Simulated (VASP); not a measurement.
## CoO: relaxation of cell and atoms with PBEsol

CoO:

```
Co O
1.0
    -1.50800    1.50800    2.10725
     1.50800   -1.50800    2.10725
     1.50800    1.50800   -2.10725
Co O
1 1
Cartesian
  0.0000 0.0000 0.0000
  0.0000 0.0000 2.1072
```

```
Program                : VASP 6.6.1
Task                   : relaxation of cell and atoms
Functional             : PBEsol
Potentials or basis    : VASP PAW PBE potentials, release 64 (Co, O)
Cutoff                 : 600 eV
k mesh                 : 12 × 12 × 12
Occupations            : fermi-dirac, width 0.05 eV
Spin                   : collinear spin, ferromagnetic start
Starting moments       : [2.0, 0.0] μB
Dipole correction      : no
Further INCAR settings : ALGO = Fast; EDIFF = 1e-06; IBRION = 2; EDIFFG = -0.01; NSW = 60; ISIF = 3
```

| Quantity | Value |
| --- | --- |
| Relaxed volume | 8.98 Å³/atom |
| Relaxed cell | a = 2.938 Å, b = 2.938 Å, c = 2.938 Å, α = 119.91°, β = 119.91°, γ = 90.15° |
| Space group after relaxing (to 0.1 Å) | Fm-3m (No. 225) |
| Energy gained by relaxing | 18.6 meV/atom |
| Ionic steps | 9 |
| Pressure after relaxing | 0.0 GPa |
| Net moment | 2.64 μB per cell |
| Site moments | Co +2.35; O +0.25 μB |
| Valence electrons inside the program's atomic spheres | Co 7.95; O 4.98 |

Stress tensor (GPa, compression positive):
```
-0.02  0.00  0.00
 0.00 -0.02  0.00
 0.00  0.00  0.12
```

The path:
```tsv
step	energy change (eV)	largest force (eV/Å)	pressure (GPa)	volume (Å³)
1	0.0000	0.0000	-9.75	19.17
2	-0.0332	0.0000	3.36	17.60
3	-0.0369	0.0000	-0.04	17.97
4	-0.0369	0.0000	0.19	17.95
5	-0.0370	0.0000	-0.19	17.97
6	-0.0370	0.0000	-0.20	17.98
7	-0.0370	0.0000	-0.26	17.99
8	-0.0371	0.0000	-0.14	17.98
9	-0.0372	0.0000	0.02	17.95
```

Final structure:
```yaml
crystal:
  lattice:
    - [-1.47078, 1.47078, 2.07452]
    - [1.47078, -1.47078, 2.07452]
    - [1.47078, 1.47078, -2.07452]
  atoms:
    - { symbol: Co, position: [0.00000, 0.00000, 0.00000] }
    - { symbol: O, position: [0.50000, 0.50000, 0.00000] }
```

Levels at points of the mesh, in eV from the Fermi level:
Spin up:
```
           k point  band 7  band 8  band 9  band 10  band 11  band 12
(0.00, 0.00, 0.00)   -3.13   -3.13   -3.11     1.25    16.79    18.52
(0.50, 0.00, 0.00)   -1.69    0.32    0.34     5.01     9.88    13.70
(0.50, 0.50, 0.00)   -2.14   -1.92   -1.92     6.23    10.07    11.86
(0.50, 0.50, 0.50)   -2.13   -1.92   -1.92     6.22    10.10    11.83
```
Spin down:
```csv
k point,band 2,band 3,band 4,band 5,band 6,band 7,band 8,band 9,band 10,band 11
"(0.00, 0.00, 0.00)",-3.09,-3.08,-3.08,-1.29,-1.29,-1.28,-0.29,-0.29,1.75,16.75
"(0.50, 0.00, 0.00)",-8.45,-5.36,-5.35,-0.17,-0.17,0.16,2.66,2.68,5.29,10.60
"(0.50, 0.50, 0.00)",-7.20,-4.44,-4.42,-2.61,0.14,0.15,0.24,0.87,7.01,10.50
"(0.50, 0.50, 0.50)",-7.19,-4.44,-4.44,-2.61,0.14,0.14,0.26,0.86,7.01,10.53
```

Wall time 5.2 min on 1 thread of Oxide Virtual Turin-like Processor, with other jobs on the host, peak memory 0.19 GiB.

Caveat: the PAW data sets were made with another functional, which shifts forces and pressure a little; a cell with one magnetic atom can't hold antiferromagnetic order, which such compounds often take; semilocal functionals often make such compounds metallic where correlation or magnetic order opens a gap, which also shifts bond lengths. With open d or f shells a metallic result of PBEsol can be an artefact of self-interaction; +U or a hybrid may open a gap.
